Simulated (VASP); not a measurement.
Wanted: the native input for a VASP 6.6.1 run.

| Item | Value |
| --- | --- |
| Task | relaxation of cell and atoms |
| Functional | PBE |
| Potentials or basis | VASP PAW PBE potentials, release 64 (Sc_sv, Ga_d, As) |
| Cutoff | 500 eV |
| k mesh | 12 × 12 × 6 |
| Occupations | gaussian, width 0.1 eV |
| Spin | no spin polarisation |
| Dipole correction | no |
| Further INCAR settings | ALGO = Normal; EDIFF = 1e-07; IBRION = 2; EDIFFG = -0.01; NSW = 100; ISIF = 3 |

The structure of Sc2GaAs3 lies in POSCAR:

```
Sc2GaAs3
1.0
    4.5093776358      0.0000000000      0.0000000000
   -2.2546888179      3.9052355878      0.0000000000
    0.0000000000      0.0000000000      8.0921760188
Sc Ga As
2 1 3
Direct
    0.0000000000      0.0000000000      0.6731887490
    0.0000000000      0.0000000000      0.3268112510
    0.3333333333      0.6666666667      0.0000000000
    0.3333333333      0.6666666667      0.5000000000
    0.6666666667      0.3333333333      0.5000000000
    0.0000000000      0.0000000000      0.0000000000
```

The cell was generated, and may not be a known phase.

These files were run (other wordings do the same):

INCAR

```
SYSTEM = Sc2GaAs3
ALGO = Normal
EDIFF = 1E-7
EDIFFG = -0.01
ENCUT = 500
GGA = PE
GGA_COMPAT = .False.
IBRION = 2
ISIF = 3
ISMEAR = 0
LASPH = .True.
LCHARG = .False.
LREAL = .False.
LWAVE = .False.
NELM = 120
NELMIN = 4
NSW = 100
PREC = Accurate
SIGMA = 0.1
```

KPOINTS

```
k-points
0
Gamma
  12 12 6
  0 0 0
```

Potentials or basis: VASP PAW PBE potentials, release 64 (Sc_sv, Ga_d, As).

Command:

```sh
$ cat potpaw_PBE.64/Sc_sv/POTCAR potpaw_PBE.64/Ga_d/POTCAR potpaw_PBE.64/As/POTCAR > POTCAR
$ mpirun -np 1 vasp_std > vasp.out
```

It gave:

```json
{"Relaxed volume": "23.83 Å³/atom", "Relaxed cell": "a = 4.500 Å, b = 4.500 Å, c = 8.152 Å, α = 90.00°, β = 90.00°, γ = 120.00°", "Space group after relaxing (to 0.1 Å)": "P-6m2 (No. 187)", "Energy gained by relaxing": "0.9 meV/atom", "Ionic steps": "5", "Pressure after relaxing": "0.0 GPa", "Largest force after relaxing": "0.008 eV/Å", "Band gap on the k mesh": "zero (bands 25 and 26 overlap by 0.97 eV)"}
```

It took 18 min on 1 thread of Intel(R) Xeon(R) 6975P-C (Granite Rapids), with other jobs on the host, peak memory 0.49 GiB.
